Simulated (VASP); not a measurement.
MgO, 4 atoms in the cell. The structure is hexagonal, space group P6_3mc (No. 186). The conventional cell has a = 3.282 Å, b = 3.282 Å, c = 5.086 Å, α = 90.00°, β = 90.00°, γ = 120.00°. Mg (site symmetry 3m) has 4 O at 1.96 to 1.98 Å within 2.6 Å. O (site symmetry 3m) has 4 Mg at 1.96 to 1.98 Å within 2.6 Å.  This cell differs from its parent crystal: c/a of the conventional cell at fixed volume 1.5498.

```yaml
Program: VASP 6.6.1
Task: single point
Functional: PBEsol
Potentials_or_basis: VASP PAW PBE potentials, release 64 (Mg, O)
Cutoff: 520 eV
k_mesh: 9 × 9 × 6
Occupations: gaussian, width 0.05 eV
Spin: no spin polarisation
Dipole_correction: no
Further_INCAR_settings: ALGO = Normal; EDIFF = 1e-07; NBANDS = 16
```

Potentials or basis: VASP PAW PBE potentials, release 64 (Mg, O).

Run with:

```console
$ cat potpaw_PBE.64/Mg/POTCAR potpaw_PBE.64/O/POTCAR > POTCAR
$ mpirun -np 1 vasp_std > vasp.out
```

Hardware: 1 thread of Intel(R) Xeon(R) Platinum 8488C (Sapphire Rapids), on a shared host.

Q: How long does it take, and how much memory?

A: It took 27 s on 1 thread of Intel(R) Xeon(R) Platinum 8488C (Sapphire Rapids), on a shared host, peak memory 0.17 GiB. Counts: scf iterations 13, k points 48.
